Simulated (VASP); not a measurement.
# SbPt (P6_3/mmc) in VASP: a series of runs

SbPt is run at these levels: LDA, LDA+U; tasks: single point.

All numbers are computed with VASP 6.6.1; they aren't measurements. Logs are shortened: lines on timing, memory, paths and dates and some standing lists are left out, and cuts for length are marked.

## (1) The cell of the first run

It takes space group P6_3/mmc (No. 194, hexagonal). The conventional cell has a = 4.177 Å, b = 4.177 Å, c = 5.539 Å, α = 90.00°, β = 90.00°, γ = 120.00°. Within 3.7 Å of Sb (site symmetry -6m2) lie 6 Pt at 2.78 Å and 6 Sb at 3.67 Å. Pt (site symmetry -3m) has 2 Pt at 2.77 Å and 6 Sb at 2.78 Å within 3.7 Å.

## (2) Single point, LDA

INCAR reads:

```
SYSTEM = SbPt
ALGO = Normal
EDIFF = 1E-6
ENCUT = 520
GGA = CA
ISIF = 2
ISMEAR = -1
LASPH = .TRUE.
LCHARG = .FALSE.
LREAL = .FALSE.
LWAVE = .FALSE.
NBANDS = 23
NELM = 60
PREC = Accurate
SIGMA = 0.05
```

KPOINTS reads:

```
k-points
0
G
  9 9 6
  0 0 0
```

POSCAR reads:

```
SbPt
1.0
    4.1774426617      0.0000000000      0.0000000000
   -2.0887213308      3.6177714679      0.0000000000
    0.0000000000      0.0000000000      5.5392039000
Sb Pt
2 2
Direct
    0.6666666667      0.3333333333      0.7500000000
    0.3333333333      0.6666666667      0.2500000000
    0.0000000000      0.0000000000      0.5000000000
    0.0000000000      0.0000000000      0.0000000000
```

Potentials or basis: VASP PAW LDA potentials, release 64 (Sb, Pt).

The run is started by

```bash
$ cat potpaw_LDA.64/Sb/POTCAR potpaw_LDA.64/Pt/POTCAR > POTCAR
$ mpirun -np 1 vasp_std > vasp.out
```

OUTCAR:

```text
SYSTEM = SbPt
   EDIFF = 1E-6
   ENCUT = 520
   GGA = CA
   ISIF = 2
   ISMEAR = -1
   LASPH = .TRUE.
   LREAL = .FALSE.
   NELM = 60
   PREC = Accurate

 ion  position               nearest neighbor table
   1  0.667  0.333  0.750-   3 2.78   4 2.78   3 2.78   4 2.78   3 2.78   4 2.78   2 3.67   2 3.67
                             2 3.67   2 3.67   2 3.67   2 3.67
   2  0.333  0.667  0.250-   3 2.78   4 2.78   3 2.78   4 2.78   3 2.78   4 2.78   1 3.67   1 3.67
                             1 3.67   1 3.67   1 3.67   1 3.67
   3  0.000  0.000  0.500-   4 2.77   4 2.77   1 2.78   2 2.78   2 2.78   1 2.78   1 2.78   2 2.78

   4  0.000  0.000  0.000-   3 2.77   3 2.77   1 2.78   2 2.78   2 2.78   1 2.78   1 2.78   2 2.78

  LATTYP: Found a hexagonal cell.
 ALAT       =     4.1774426617
 C/A-ratio  =     1.3259796360

  Lattice vectors:

 A1 = (   4.1774426617,   0.0000000000,   0.0000000000)
 A2 = (  -2.0887213308,   3.6177714679,   0.0000000000)
 A3 = (   0.0000000000,   0.0000000000,   5.5392039000)

Analysis of symmetry for initial positions (statically):
=====================================================================
 Subroutine PRICEL returns:
 Original cell was already a primitive cell.

 Routine SETGRP: Setting up the symmetry group for a
 hexagonal supercell.

 Subroutine GETGRP returns: Found 24 space group operations
 (whereof 12 operations were pure point group operations)
 out of a pool of 24 trial point group operations.

The static configuration has the point symmetry D_3d.
 The point group associated with its full space group is D_6h.

Analysis of symmetry for dynamics (positions and initial velocities):
=====================================================================
 Subroutine PRICEL returns:
 Original cell was already a primitive cell.

 Routine SETGRP: Setting up the symmetry group for a
 hexagonal supercell.

 Subroutine GETGRP returns: Found 24 space group operations
 (whereof 12 operations were pure point group operations)
 out of a pool of 24 trial point group operations.

The dynamic configuration has the point symmetry D_3d.
 The point group associated with its full space group is D_6h.

 Subroutine INISYM returns: Found 24 space group operations
 (whereof 12 operations are pure point group operations),
 and found     1 'primitive' translations

----------------------------------------------------------------------------------------

                                     Primitive cell

  volume of cell :      83.7142

  direct lattice vectors                    reciprocal lattice vectors
     4.177442662  0.000000000  0.000000000     0.239380904  0.138206629  0.000000000
    -2.088721331  3.617771468  0.000000000     0.000000000  0.276413259  0.000000000
     0.000000000  0.000000000  5.539203900     0.000000000  0.000000000  0.180531358

  length of vectors
     4.177442662  4.177442662  5.539203900     0.276413259  0.276413259  0.180531358

  position of ions in fractional coordinates (direct lattice)
     0.666666667  0.333333333  0.750000000
     0.333333333  0.666666667  0.250000000
     0.000000000  0.000000000  0.500000000
     0.000000000  0.000000000  0.000000000

  ion indices of the primitive-cell ions
   primitive index   ion index
                 1           1
                 2           2
                 3           3
                 4           4

----------------------------------------------------------------------------------------

 KPOINTS: k-points

Automatic generation of k-mesh.
 Grid dimensions read from file:
 generate k-points for:    9    9    6

 Generating k-lattice:

  Cartesian coordinates                     Fractional coordinates (reciprocal lattice)
     0.026597878  0.015356292  0.000000000     0.111111111  0.000000000  0.000000000
     0.000000000  0.030712584  0.000000000     0.000000000  0.111111111  0.000000000
     0.000000000  0.000000000  0.030088560     0.000000000  0.000000000  0.166666667

  Length of vectors
     0.030712584  0.030712584  0.030088560

  Shift w.r.t. Gamma in fractional coordinates (k-lattice)
     0.000000000  0.000000000  0.000000000

 Subroutine IBZKPT returns following result:
 ===========================================

 Found     48 irreducible k-points:

 Following reciprocal coordinates:
            Coordinates               Weight
  0.000000  0.000000  0.000000      1.000000
  0.111111  0.000000  0.000000      6.000000
  0.222222  0.000000  0.000000      6.000000
  0.333333  0.000000  0.000000      6.000000
  0.444444  0.000000  0.000000      6.000000
  0.111111  0.111111  0.000000      6.000000
[... 16 lines left out ...]
  0.333333  0.222222  0.166667     24.000000
  0.333333  0.333333  0.166667      4.000000
 [... further k-points ...]
   k-points           NKPTS =     48   k-points in BZ     NKDIM =     48   number of bands    NBANDS=     23
   number of dos      NEDOS =    301   number of ions     NIONS =      4
   total plane-waves  NPLWV =  43008
   dimension x,y,z NGX =    32 NGY =   32 NGZ =   42
   dimension x,y,z NGXF=    64 NGYF=   64 NGZF=   84
   ions per type =               2   2
   NGX,Y,Z   is equivalent  to a cutoff of  12.73, 12.73, 12.61 a.u.
   NGXF,Y,Z  is equivalent  to a cutoff of  25.47, 25.47, 25.21 a.u.
 SYSTEM =  SbPt
   PREC   = accura    normal or accurate (medium, high low for compatibility)
   ISTART =      0    job   : 0-new  1-cont  2-samecut
   ICHARG =      2    charge: 1-file 2-atom 10-const
   ISPIN  =      1    spin polarized calculation?
   LNONCOLLINEAR =      F non collinear calculations
   LSORBIT =      F    spin-orbit coupling
   LASPH  =      T    aspherical Exc in radial PAW
   ENCUT  =  520.0 eV  38.22 Ry    6.18 a.u.   7.77  7.77 10.30*2*pi/ulx,y,z
   NELM   =     60;   NELMIN=  2; NELMDL= -5     # of ELM steps
   EDIFF  = 0.1E-05   stopping-criterion for ELM
   LREAL  =      F    real-space projection
   EDIFFG = 0.1E-04   stopping-criterion for IOM
   NSW    =      0    number of steps for IOM
   IBRION =     -1    ionic relax: 0-MD 1-quasi-New 2-CG
   NFREE  =      0    steps in history (QN), initial steepest desc. (CG)
   ISIF   =      2    stress and relaxation
   ISYM   =      2    0-nonsym 1-usesym 2-fastsym
   POTIM  = 0.5000    time-step for ionic-motion
   TEBEG  =    0.0;   TEEND  =   0.0 temperature during run
   PSTRESS=    0.0 pullay stress
   NELECT =      30.0000    total number of electrons
   NUPDOWN=      -1.0000    fix difference up-down
   EMIN   =  10.00;   EMAX   =-10.00  energy-range for DOS
   EFERMI =   0.00;   METHOD = LEGACY
   ISMEAR =    -1;   SIGMA  =   0.05  broadening in eV -4-tet -1-fermi 0-gaus
   EFERMI_NEDOS =   21; number of points for ismear=-14 and -15
   IALGO  =     38    algorithm
   IMIX   =      4    mixing-type and parameters
     AMIX     =   0.40;   BMIX     =  1.00
     AMIX_MAG =   1.60;   BMIX_MAG =  1.00
  volume/ion in A,a.u.               =      20.93       141.23
  Fermi-wavevector in a.u.,A,eV,Ry     =   1.162828  2.197427 18.397385  1.352170
  Thomas-Fermi vector in A             =   2.299385
   LORBIT       =      0    0 simple, 1 ext, 2 COOP (PROOUT), +10 PAW based schemes
   GGA     = CA    functional components
   LHFCALC =     F    Hartree Fock is set to
   AEXX    =    0.0000 exact exchange contribution
   IVDW    =     0    specifies the selected vdW correction
   LEPSILON=     F    determine dielectric tensor
   LRPA    =     F    only Hartree local field effects (RPA)
 non-spin polarized calculation
  energy-cutoff  :      520.00
  volume of cell :       83.71
 maximum number of plane-waves:      2286
 NGX is ok and might be reduce to    32
   NGX = 15   NGY = 15   NGZ = 21

 number of electron      30.0000007 magnetization

 Free energy of the ion-electron system (eV)
  ---------------------------------------------------
  ext. energy  EPLUGINS =         0.00000000
  ---------------------------------------------------
  free energy    TOTEN  =       -26.30576245 eV

  energy without entropy =      -26.29198043  energy(sigma->0) =      -26.29887144

 E-fermi :   9.4850     XC(G=0): -11.4857

 val. band max:        9.4654356716   @ k =   0.0000   0.0000   0.0000
 cond. band min:       9.4999123662   @ k =   0.1111   0.0000   0.1667
 fundamental gap:      0.0344766946
 Fermi energy:         9.4850340611

 k-point     1 :       0.0000    0.0000    0.0000
  band No.  band energies     occupation
      1      -3.1283      2.00000
      2       0.5646      2.00000
      3       2.7684      2.00000
      4       3.7487      2.00000
      5       3.7487      2.00000
      6       3.8409      2.00000
[... 15 lines left out ...]
     22      14.8144      0.00000
     23      17.3674      0.00000

 k-point     2 :       0.1111    0.0000    0.0000
  band No.  band energies     occupation
      1      -2.9827      2.00000
      2       0.4262      2.00000
      3       2.9442      2.00000
      4       3.7857      2.00000
      5       3.8034      2.00000
      6       3.9942      2.00000
[... 15 lines left out ...]
     22      15.4724      0.00000
     23      15.8992      0.00000

 k-point     3 :       0.2222    0.0000    0.0000
  band No.  band energies     occupation
      1      -2.5590      2.00000
      2       0.1217      2.00000
      3       3.4493      2.00000
      4       3.6108      2.00000
      5       3.8550      2.00000
      6       4.5331      2.00000
[... 15 lines left out ...]
     22      15.8483      0.00000
     23      16.2104      0.00000

 k-point     4 :       0.3333    0.0000    0.0000
  band No.  band energies     occupation
      1      -1.9090      2.00000
      2      -0.2065      2.00000
      3       2.9868      2.00000
      4       3.8773      2.00000
      5       4.1524      2.00000
      6       4.3320      2.00000
[... 15 lines left out ...]
     22      15.0394      0.00000
     23      16.9606      0.00000

 k-point     5 :       0.4444    0.0000    0.0000
  band No.  band energies     occupation
      1      -1.1787      2.00000
      2      -0.5621      2.00000
      3       2.2461      2.00000
      4       3.8588      2.00000
      5       4.2163      2.00000
      6       4.5513      2.00000
[... 15 lines left out ...]
     22      14.6674      0.00000
     23      18.5887      0.00000

 k-point     6 :       0.1111    0.1111    0.0000
  band No.  band energies     occupation
      1      -2.6977      2.00000
      2       0.2107      2.00000
      3       3.2864      2.00000
      4       3.6923      2.00000
      5       3.8323      2.00000
      6       4.4050      2.00000
[... 15 lines left out ...]
     22      16.2127      0.00000
     23      16.4659      0.00000

 k-point     7 :       0.2222    0.1111    0.0000
  band No.  band energies     occupation
      1      -2.1574      2.00000
      2      -0.0829      2.00000
      3       3.3088      2.00000
      4       3.8533      2.00000
      5       3.9176      2.00000
      6       4.4468      2.00000
[... 353 lines left out ...]
     22      16.9966      0.00000
     23      17.3252      0.00000

 k-point    21 :       0.4444    0.1111    0.1667
  band No.  band energies     occupation
      1      -0.8176      2.00000
      2      -0.6958      2.00000
      3       2.2383      2.00000
      4       3.8450      2.00000
      5       4.2217      2.00000
      6       4.4514      2.00000
[... 15 lines left out ...]
     22      17.5187      0.00000
     23      18.2406      0.00000

 k-point    22 :       0.2222    0.2222    0.1667
  band No.  band energies     occupation
      1      -1.4590      2.00000
      2      -0.3642      2.00000
      3       2.8929      2.00000
      4       3.8841      2.00000
      5       3.9615      2.00000
      6       4.5203      2.00000
[... 15 lines left out ...]
     22      16.4364      0.00000
     23      16.4384      0.00000

 k-point    23 :       0.3333    0.2222    0.1667
  band No.  band energies     occupation
      1      -0.8623      2.00000
      2      -0.5190      2.00000
      3       2.3146      2.00000
      4       3.7512      2.00000
      5       3.9448      2.00000
      6       4.8066      2.00000
[... 15 lines left out ...]
     22      17.0629      0.00000
     23      17.8878      0.00000

 k-point    24 :       0.3333    0.3333    0.1667
  band No.  band energies     occupation
      1      -0.5822      2.00000
      2      -0.5822      2.00000
      3       2.1448      2.00000
      4       3.7246      2.00000
      5       3.7246      2.00000
      6       5.0900      2.00000
[... 15 lines left out ...]
     22      17.3959      0.00000
     23      17.6937      0.00000

 [... further k-points ...]
[... 5 lines left out ...]
  --------------------------------------------------------------------------------------
  -------------------------------------------------------------------------------------
  Total       -2.2729626     -2.2729626     -2.9789809     -0.0000000      0.0000000     -0.0000000
  in kB      -43.5014666    -43.5014666    -57.0137130     -0.0000000      0.0000000     -0.0000000
  external PRESSURE =     -48.0055487 kB  Pullay stress =       0.0000000 kB

 VOLUME and BASIS-vectors are now :
 -----------------------------------------------------------------------------
  energy-cutoff  :      520.00
  volume of cell :       83.71
      direct lattice vectors                 reciprocal lattice vectors
     4.177442662  0.000000000  0.000000000     0.239380904  0.138206629  0.000000000
    -2.088721331  3.617771468  0.000000000     0.000000000  0.276413259  0.000000000
     0.000000000  0.000000000  5.539203900     0.000000000  0.000000000  0.180531358

 POSITION                                       TOTAL-FORCE (eV/Angst)
 -----------------------------------------------------------------------------------
      2.08872      1.20592      4.15440        -0.000000     -0.000000      0.000000
     -0.00000      2.41185      1.38480         0.000000      0.000000      0.000000
      0.00000      0.00000      2.76960         0.000000      0.000000      0.000000
      0.00000      0.00000      0.00000         0.000000      0.000000      0.000000
 -----------------------------------------------------------------------------------
    total drift:                               -0.000000      0.000000      0.000000

  FREE ENERGIE OF THE ION-ELECTRON SYSTEM (eV)
  ---------------------------------------------------
  free  energy   TOTEN  =       -26.3057624525 eV

  energy  without entropy=      -26.2919804261  energy(sigma->0) =      -26.29887144
```

Run time: 93 s. Hardware: 1 thread of Oxide Virtual Turin-like, shared host; peak memory 0.19 GiB.

What came out:

| Quantity | Value |
| --- | --- |
| Free energy | -26.3058 eV |
| Pressure | -4.8 GPa |
| Band gap on the k mesh | zero (band 15 reaches 11.80 eV, above the bottom of band 16 at 7.85 eV) |

Stress tensor (GPa, compression positive):
```
-4.35  0.00  0.00
 0.00 -4.35  0.00
 0.00  0.00 -5.70
```

Levels at points of the mesh, in eV from the Fermi level:
```
           k point  band 11  band 12  band 13  band 14  band 15  band 16  band 17  band 18  band 19  band 20
(0.00, 0.00, 0.00)    -2.04    -2.04    -0.02    -0.02     0.73     2.28     2.48     3.44     3.52     3.52
(0.00, 0.00, 0.50)    -3.44    -3.44    -1.22    -1.22     2.31     2.31     2.31     2.31     5.20     5.20
```

Caveat: spin-orbit coupling is left out, which moves the levels of the heavy elements.

## (3) Single point, LDA+U

INCAR reads:

```
SYSTEM = SbPt
PREC = Accurate
ENCUT = 520
EDIFF = 1E-7
ISMEAR = -1
SIGMA = 0.05
LREAL = .FALSE.
LASPH = .TRUE.
NELM = 150
ALGO = Normal
ISIF = 2
LWAVE = .FALSE.
LCHARG = .FALSE.
LMAXMIX = 4
LDAU = .TRUE.
LDAUTYPE = 2
LDAUL = -1 2
LDAUU = 0 3
LDAUJ = 0 0
LDAUPRINT = 1
NBANDS = 23
```

KPOINTS reads:

```
regular mesh
0
G
  9 9 6
  0 0 0
```

POSCAR is that of step 2.

Potentials or basis: VASP PAW LDA potentials, release 64 (Sb, Pt).

The run is started by

```bash
$ cat potpaw_LDA.64/Sb/POTCAR potpaw_LDA.64/Pt/POTCAR > POTCAR
$ mpirun -np 1 vasp_std > vasp.out
```

Run time: 2.1 min. Hardware: 1 thread of Oxide Virtual Turin-like, shared host; peak memory 0.19 GiB.

Results (log left out):

```yaml
Free_energy: -22.2589 eV
Pressure: -7.7 GPa
Band_gap_on_the_k_mesh: zero (band 15 reaches 11.61 eV, above the bottom of band 16 at 7.35 eV)
```

Stress tensor (GPa, compression positive):
```
-7.41  0.00  0.00
 0.00 -7.41  0.00
 0.00  0.00 -8.17
```

Levels at points of the mesh, in eV from the Fermi level:
| k point | band 12 | band 13 | band 14 | band 15 | band 16 | band 17 | band 18 | band 19 |
| --- | --- | --- | --- | --- | --- | --- | --- | --- |
| (0.00, 0.00, 0.00) | -2.44 | 0.21 | 0.21 | 0.54 | 2.42 | 2.72 | 3.48 | 3.48 |
| (0.00, 0.00, 0.50) | -3.87 | -1.05 | -1.05 | 2.38 | 2.38 | 2.38 | 2.38 | 5.35 |

Eigenvalues of the final occupation matrices:
| site | spin | trace | eigenvalues |
| --- | --- | --- | --- |
| site 3 d | 1 | 4.26 | 0.82 0.82 0.84 0.89 0.89 |
| site 3 d | 2 | 4.26 | 0.82 0.82 0.84 0.89 0.89 |
| site 4 d | 1 | 4.26 | 0.82 0.82 0.84 0.89 0.89 |
| site 4 d | 2 | 4.26 | 0.82 0.82 0.84 0.89 0.89 |

Caveat: spin-orbit coupling is left out, which moves the levels of the heavy elements; U without spin polarisation on a metal has little footing; the U is typed as a test and isn't derived for this compound.
